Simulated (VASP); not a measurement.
SnTe:

```
CELL_PARAMETERS angstrom
0.00000 3.15085 3.15085
3.15085 0.00000 3.15085
3.15085 3.15085 0.00000
ATOMIC_POSITIONS crystal
Sn 0.00000 0.00000 0.00000
Te 0.50000 0.50000 0.50000
```

Base run:

| Quantity | Value |
| --- | --- |
| Program | VASP 6.6.1 |
| Functional | BLYP |
| Potentials or basis | VASP PAW PBE potentials, release 64 (Sn_d, Te) |
| Cutoff | 500 eV |
| k mesh | 6 × 6 × 6 |
| Occupations | gaussian, width 0.01 eV |
| Spin | no spin polarisation |

Its results: band gap on the k mesh 0.06 eV; pressure 6.4 GPa.

Problem. The run is repeated on the same cell with these changes: functional from BLYP to revPBE. What comes out?

Solution. Band gap on the k mesh 0.08 eV; pressure 3.2 GPa.

Caveats: the cell stands under pressure; the PAW data sets were made with another functional, which shifts forces and pressure a little; spin-orbit coupling is left out, which moves the levels of the heavy elements.

A k mesh can miss the band edges.
